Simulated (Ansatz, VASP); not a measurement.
## AgCl in VASP and in Ansatz

File INCAR:

```
ALGO = Normal
EDIFF = 1E-6
ENCUT = 520
GGA = PS
ISIF = 2
ISMEAR = 0
LASPH = T
LCHARG = F
LREAL = F
LWAVE = F
NBANDS = 16
NELM = 100
PREC = Accurate
SIGMA = 0.05
```

The input KPOINTS:

```
k-points
0
Gamma
  10 10 10
```

POSCAR

```
AgCl
1.0
    3.4339730000      0.0000000000      0.0000000000
    0.0000000000      3.4339730000      0.0000000000
    0.0000000000      0.0000000000      3.5627469875
Ag Cl
1 1
Direct
    0.0000000000      0.0000000000      0.0000000000
    0.5000000000      0.5000000000      0.5000000000
```

Input for Ansatz:

```yaml
crystal:
  lattice:
    - [3.433973, 0.0, 0.0]
    - [0.0, 3.433973, 0.0]
    - [0.0, 0.0, 3.5627469875]
  atoms:
    - { symbol: Ag, position: [0.0, 0.0, 0.0] }
    - { symbol: Cl, position: [0.5, 0.5, 0.5] }
basis:
  ecutwfc: 420
kpoints:
  mp_grid: { grid: [10, 10, 10] }
hamiltonian:
  xc: pbesol
scf:
  occupations: { method: gaussian, width: 0.05 }
output:
  forces: true
  stress: true
  eigenvalues: true
```

Change from the starting cell: strain +0.0375 x Voigt [0, 0, 1, 0, 0, 0], atoms carried along.

Alike in both runs: task single point; functional PBEsol; k mesh 10 × 10 × 10; occupations gaussian, width 0.05 eV; no spin polarisation.

```csv
,VASP,Ansatz
version,VASP 6.6.1,Ansatz 0.2.0
potentials or method,"VASP PAW PBE potentials, release 64 (Ag, Cl), cutoff 520 eV","scalar-relativistic, plane waves, PAW"
valence electrons in the cell,18,26
```

```csv
,VASP,Ansatz,Ansatz less VASP
gap on the k mesh at the Fermi level (eV),0.37,0.37,0.000
least direct gap on the mesh (eV),1.69,1.69,0.000
pressure (GPa),-5.9,-5.8,+0.09
"traceless stress, the component that is largest in VASP (GPa)",-1.05,-1.05,+0.001
```

VASP's potentials were made for PBE, not for PBEsol. VASP's potentials hold 18 valence electrons a cell and Ansatz's 26, so a difference there can come from the potentials and not from the codes.
